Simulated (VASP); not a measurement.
Wanted: the native input for a VASP 6.6.1 run.

```
Task                   : electric field gradients
Functional             : PBEsol
Potentials or basis    : VASP PAW PBE potentials, release 64 (Li_sv)
Cutoff                 : 520 eV
k mesh                 : 15 × 15 × 8
Occupations            : fermi-dirac, width 0.03 eV
Spin                   : no spin polarisation
Dipole correction      : no
Further INCAR settings : ALGO = Normal; EDIFF = 1e-08; NBANDS = 10
```

The structure of Li lies in POSCAR:

```
Li
1.0
    3.1005973844      0.0000000000      0.0000000000
   -1.5502986922      2.6851961018      0.0000000000
    0.0000000000      0.0000000000      5.0759664280
Li
2
Direct
    0.3333333333      0.6666666667      0.2500000000
    0.6666666667      0.3333333333      0.7500000000
```

This isn't the form of Li at room conditions, which is bcc.

The input as run:

INCAR

```
SYSTEM = Li
ALGO = Normal
EDIFF = 1E-8
ENCUT = 520
GGA = PS
ISIF = 2
ISMEAR = -1
LASPH = .TRUE.
LCHARG = .FALSE.
LEFG = .TRUE.
LREAL = .FALSE.
LWAVE = .FALSE.
NBANDS = 10
NELM = 80
PREC = Accurate
SIGMA = 0.03
```

KPOINTS

```
k-points
0
G
  15 15 8
  0 0 0
```

Potentials or basis: VASP PAW PBE potentials, release 64 (Li_sv).

The run is started by

```console
$ cat potpaw_PBE.64/Li_sv/POTCAR > POTCAR
$ mpirun -np 1 vasp_std > vasp.out
```

It gave:

- Band gap on the k mesh: zero (bands 3 and 4 overlap by 4.53 eV)
- Largest electric field gradient by atom: under 0.05 V/Å² on every atom

Wall time 20 s on 1 thread of Intel(R) Xeon(R) Platinum 8488C (Sapphire Rapids), with other jobs on the host, peak memory 0.17 GiB.
